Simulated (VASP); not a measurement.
# TlBr (Pm-3m) in VASP: further runs

TlBr is run at these levels: r2SCAN+rVV10, PBE; tasks: relaxation of cell and atoms, single point.

Everything below comes from runs of VASP 6.6.1. Logs are shortened: lines on timing, memory, paths and dates and some standing lists are left out, and cuts for length are marked.

**1. The cell of the first run**

It takes space group Pm-3m (No. 221, cubic). The conventional cell has a = 3.980 Å, b = 3.980 Å, c = 3.980 Å, α = 90.00°, β = 90.00°, γ = 90.00°. Within 4.5 Å of Tl (site symmetry m-3m) lie 8 Br at 3.45 Å and 6 Tl at 3.98 Å. Br (site symmetry m-3m) has 8 Tl at 3.45 Å and 6 Br at 3.98 Å within 4.5 Å.

**2. Relaxation of cell and atoms, r2SCAN+rVV10**

Contents of POSCAR:

```
TlBr
1.0
    3.9800000000      0.0000000000      0.0000000000
    0.0000000000      3.9800000000      0.0000000000
    0.0000000000      0.0000000000      3.9800000000
Tl Br
1 1
Direct
    0.0000000000      0.0000000000      0.0000000000
    0.5000000000      0.5000000000      0.5000000000
```

Contents of INCAR.step1:

```
  PREC = Accurate
  ENCUT = 550
  ISMEAR = -1
  SIGMA = 0.02
  LREAL = F
  LASPH = T
  NELM = 120
  GGA = PE
  ALGO = Normal
  EDIFF = 1E-5
  LWAVE = T
  LCHARG = F
  GGA_COMPAT = F
  IBRION = 2
  ISIF = 3
  EDIFFG = -0.005
  NELMIN = 4
  NSW = 100
```

Contents of INCAR.step2:

```
  PREC = Accurate
  ENCUT = 550
  EDIFF = 1E-7
  ISMEAR = -1
  SIGMA = 0.02
  LREAL = F
  LASPH = T
  NELM = 120
  ALGO = Normal
  ISIF = 3
  LWAVE = F
  LCHARG = F
  METAGGA = R2SCAN
  LMIXTAU = T
  LUSE_VDW = T
  IVDW_NL = 2
  BPARAM = 11.95
  CPARAM = 0.0093
  IBRION = 2
  NSW = 80
  EDIFFG = -0.005
  ISTART = 1
  GGA_COMPAT = F
  NELMIN = 4
```

Contents of KPOINTS:

```
Automatic mesh
0
Gamma
  6 6 6
```

Potentials or basis: VASP PAW PBE potentials, release 64 (Tl_d, Br).

Started as:

```console
$ cat potpaw_PBE.64/Tl_d/POTCAR potpaw_PBE.64/Br/POTCAR > POTCAR
$ cp INCAR.step1 INCAR
$ mpirun -np 1 vasp_std > vasp.out
$ cp INCAR.step2 INCAR
$ mpirun -np 1 vasp_std > vasp.out
```

OUTCAR:

```text
PREC = Accurate
   ENCUT = 550
   EDIFF = 1E-7
   ISMEAR = -1
   LREAL = F
   LASPH = T
   NELM = 120
   ISIF = 3
   METAGGA = R2SCAN
   IVDW_NL = 2
   BPARAM = 11.95
   IBRION = 2
   NSW = 80
   EDIFFG = -0.005
   ISTART = 1
   NELMIN = 4

 ion  position               nearest neighbor table
   1  0.000  0.000  0.000-   2 3.45   2 3.45   2 3.45   2 3.45   2 3.45   2 3.45   2 3.45   2 3.45

   2  0.500  0.500  0.500-   1 3.45   1 3.45   1 3.45   1 3.45   1 3.45   1 3.45   1 3.45   1 3.45

  LATTYP: Found a simple cubic cell.
 ALAT       =     3.9800000000

  Lattice vectors:

 A1 = (   3.9800000000,   0.0000000000,   0.0000000000)
 A2 = (   0.0000000000,   3.9800000000,   0.0000000000)
 A3 = (   0.0000000000,   0.0000000000,   3.9800000000)

Analysis of symmetry for initial positions (statically):
=====================================================================
 Subroutine PRICEL returns:
 Original cell was already a primitive cell.

 Routine SETGRP: Setting up the symmetry group for a
 simple cubic supercell.

 Subroutine GETGRP returns: Found 48 space group operations
 (whereof 48 operations were pure point group operations)
 out of a pool of 48 trial point group operations.

The static configuration has the point symmetry O_h .

Analysis of symmetry for dynamics (positions and initial velocities):
=====================================================================
 Subroutine PRICEL returns:
 Original cell was already a primitive cell.

 Routine SETGRP: Setting up the symmetry group for a
 simple cubic supercell.

 Subroutine GETGRP returns: Found 48 space group operations
 (whereof 48 operations were pure point group operations)
 out of a pool of 48 trial point group operations.

The dynamic configuration has the point symmetry O_h .

 Subroutine INISYM returns: Found 48 space group operations
 (whereof 48 operations are pure point group operations),
 and found     1 'primitive' translations

----------------------------------------------------------------------------------------

                                     Primitive cell

  volume of cell :      63.0448

  direct lattice vectors                    reciprocal lattice vectors
     3.980000000  0.000000000  0.000000000     0.251256281  0.000000000  0.000000000
     0.000000000  3.980000000  0.000000000     0.000000000  0.251256281  0.000000000
     0.000000000  0.000000000  3.980000000     0.000000000  0.000000000  0.251256281

  length of vectors
[... 72 lines left out ...]
   LNONCOLLINEAR =      F non collinear calculations
   LSORBIT =      F    spin-orbit coupling
   LASPH  =      T    aspherical Exc in radial PAW
   ENCUT  =  550.0 eV  40.42 Ry    6.36 a.u.   7.61  7.61  7.61*2*pi/ulx,y,z
   NELM   =    120;   NELMIN=  4; NELMDL=  0     # of ELM steps
   EDIFF  = 0.1E-06   stopping-criterion for ELM
   LREAL  =      F    real-space projection
   EDIFFG = -.5E-02   stopping-criterion for IOM
   NSW    =     80    number of steps for IOM
   IBRION =      2    ionic relax: 0-MD 1-quasi-New 2-CG
   NFREE  =      1    steps in history (QN), initial steepest desc. (CG)
   ISIF   =      3    stress and relaxation
   ISYM   =      2    0-nonsym 1-usesym 2-fastsym
   POTIM  = 0.5000    time-step for ionic-motion
   TEBEG  =    0.0;   TEEND  =   0.0 temperature during run
   PSTRESS=    0.0 pullay stress
   NELECT =      20.0000    total number of electrons
   NUPDOWN=      -1.0000    fix difference up-down
   EMIN   =  10.00;   EMAX   =-10.00  energy-range for DOS
   EFERMI =   0.00;   METHOD = LEGACY
   ISMEAR =    -1;   SIGMA  =   0.02  broadening in eV -4-tet -1-fermi 0-gaus
   EFERMI_NEDOS =   21; number of points for ismear=-14 and -15
   IALGO  =     38    algorithm
   IMIX   =      4    mixing-type and parameters
     AMIX     =   0.40;   BMIX     =  1.00
     AMIX_MAG =   1.60;   BMIX_MAG =  1.00
  volume/ion in A,a.u.               =      31.52       212.72
  Fermi-wavevector in a.u.,A,eV,Ry     =   1.116525  2.109926 16.961403  1.246628
  Thomas-Fermi vector in A             =   2.253140
   LORBIT       =      0    0 simple, 1 ext, 2 COOP (PROOUT), +10 PAW based schemes
   METAGGA = R2SCAN    functional components
   LHFCALC =     F    Hartree Fock is set to
   AEXX    =    0.0000 exact exchange contribution
   IVDW_NL    =     2    kernel type
   BPARAM     =11.9500
   IVDW    =     0    specifies the selected vdW correction
   LEPSILON=     F    determine dielectric tensor
   LRPA    =     F    only Hartree local field effects (RPA)
 conjugate gradient relaxation of ions
 non-spin polarized calculation
  energy-cutoff  :      550.00
  volume of cell :       63.04
 maximum number of plane-waves:      1865
   NGX = 15   NGY = 15   NGZ = 15

--------------------------------------- Ionic step        1  -------------------------------------------

 number of electron      20.0000005 magnetization

 Free energy of the ion-electron system (eV)
  ---------------------------------------------------
  ext. energy  EPLUGINS =         0.00000000
  ---------------------------------------------------
  free energy    TOTEN  =       -67.79569068 eV

  energy without entropy =      -67.79569068  energy(sigma->0) =      -67.79569068

------------------------ aborting loop because EDIFF is reached ----------------------------------------

  FORCE on cell =-STRESS in cart. coord.  units (eV):
  Direction    XX          YY          ZZ          XY          YZ          ZX
  --------------------------------------------------------------------------------------
  -------------------------------------------------------------------------------------
  Total       -0.2166204     -0.2166204     -0.2166204      0.0000000      0.0000000     -0.0000000
  in kB       -5.5050432     -5.5050432     -5.5050432      0.0000000      0.0000000     -0.0000000
  external PRESSURE =      -5.5050432 kB  Pullay stress =       0.0000000 kB
[... 59 lines left out ...]
--------------------------------------- Ionic step        3  -------------------------------------------

 number of electron      20.0000002 magnetization

 Free energy of the ion-electron system (eV)
  ---------------------------------------------------
  ext. energy  EPLUGINS =         0.00000000
  ---------------------------------------------------
  free energy    TOTEN  =       -67.79795656 eV

  energy without entropy =      -67.79795656  energy(sigma->0) =      -67.79795656

 E-fermi :   2.7432     XC(G=0):  -9.5863

 val. band max:        2.3053441067   @ k =   0.5000   0.0000   0.0000
 cond. band min:       4.5005206323   @ k =   0.5000   0.0000   0.0000
 fundamental gap:      2.1951765255
 Fermi energy:         2.7431847014

 k-point     1 :       0.0000    0.0000    0.0000
  band No.  band energies     occupation
      1     -12.0724      2.00000
      2      -8.1824      2.00000
      3      -8.1824      2.00000
      4      -7.9884      2.00000
      5      -7.9884      2.00000
      6      -7.9884      2.00000
      7      -2.3530      2.00000
      8       0.8357      2.00000
      9       0.8357      2.00000
     10       0.8357      2.00000
     11       9.7305      0.00000
     12       9.7305      0.00000
     13      10.0901      0.00000
     14      10.0901      0.00000
[... 350 lines left out ...]
  FREE ENERGIE OF THE ION-ELECTRON SYSTEM (eV)
  ---------------------------------------------------
  free  energy   TOTEN  =       -67.7979565561 eV

  energy  without entropy=      -67.7979565561  energy(sigma->0) =      -67.79795656

 reached required accuracy - stopping structural energy minimisation
```

It took 2.4 min on 1 thread of Intel Xeon 6975P-C (Granite Rapids), shared host; peak memory 0.29 GiB.

What came out:

```
Free energy                            : -67.7980 eV
Relaxed volume                         : 30.88 Å³/atom
Relaxed cell                           : a = 3.953 Å, b = 3.953 Å, c = 3.953 Å, α = 90.00°, β = 90.00°, γ = 90.00°
Space group after relaxing (to 0.05 Å) : Pm-3m (No. 221)
Energy gained by relaxing              : 1.1 meV/atom
Ionic steps                            : 3
Pressure after relaxing                : 0.0 GPa
Band gap on the k mesh                 : 2.20 eV, direct
```

The path:
```csv
step,energy change (eV),largest force (eV/Å),pressure (GPa),volume (Å³)
1,0.0000,0.0000,-0.55,63.04
2,-0.0021,0.0000,-0.14,62.06
3,-0.0023,0.0000,0.00,61.75
```

Final structure:
```
CELL_PARAMETERS angstrom
3.95267 0.00000 0.00000
0.00000 3.95267 0.00000
0.00000 0.00000 3.95267
ATOMIC_POSITIONS crystal
Tl 0.00000 0.00000 0.00000
Br 0.50000 0.50000 0.50000
```

Levels at points of the mesh, in eV from the valence-band top:
```tsv
k point	band 7	band 8	band 9	band 10	band 11	band 12	band 13	band 14
(0.00, 0.00, 0.00)	-4.66	-1.47	-1.47	-1.47	7.43	7.43	7.78	7.78
(0.50, 0.00, 0.00)	-5.74	-0.95	-0.95	0.00	2.20	6.20	6.20	8.44
(0.50, 0.50, 0.00)	-3.77	-3.16	-3.16	-0.87	5.26	5.26	7.93	8.27
(0.50, 0.50, 0.50)	-2.72	-2.13	-2.13	-2.13	2.38	2.38	2.38	13.80
```

Caveat: the PAW data sets were made with another functional, which shifts forces and pressure a little; spin-orbit coupling is left out, which moves the levels of the heavy elements.

**3. Single point, PBE, non-collinear spin, zero start, spin-orbit coupling**

This run uses another cell than the first one, of 30.73 Å³/atom, 0.975 times its volume.

Contents of INCAR:

```
PREC = Accurate
ENCUT = 500
EDIFF = 1E-6
ISMEAR = 0
SIGMA = 0.01
LREAL = F
LASPH = T
NELM = 200
ALGO = Normal
ISIF = 2
LWAVE = F
LCHARG = F
LNONCOLLINEAR = T
MAGMOM = 0 0 0 0 0 0
LORBIT = 11
LSORBIT = T
GGA_COMPAT = F
LORBMOM = T
GGA = PE
NBANDS = 32
```

KPOINTS is that of step 2.

Contents of POSCAR:

```
TlBr
1.0
    3.9461936984      0.0000000000      0.0000000000
    0.0000000000      3.9461936984      0.0000000000
    0.0000000000      0.0000000000      3.9461936984
Tl Br
1 1
Direct
    0.0000000000      0.0000000000      0.0000000000
    0.5000000000      0.5000000000      0.5000000000
```

Potentials or basis: VASP PAW PBE potentials, release 64 (Tl_d, Br).

Started as:

```console
$ cat potpaw_PBE.64/Tl_d/POTCAR potpaw_PBE.64/Br/POTCAR > POTCAR
$ mpirun -np 1 vasp_ncl > vasp.out
```

Wall time 32 s (1 thread of Intel Xeon 6975P-C (Granite Rapids), shared host); peak memory 0.29 GiB.

It converged, with:

```
Free energy                                           : -5.7327 eV
Pressure                                              : 1.8 GPa
Net moment                                            : 0.00 μB per cell
Valence electrons inside the program's atomic spheres : Tl 11.12; Br 4.85
```

Moments on the atoms (μB; x, y, z):
```
Tl  0.00 0.00 0.00
Br  0.00 0.00 0.00
```
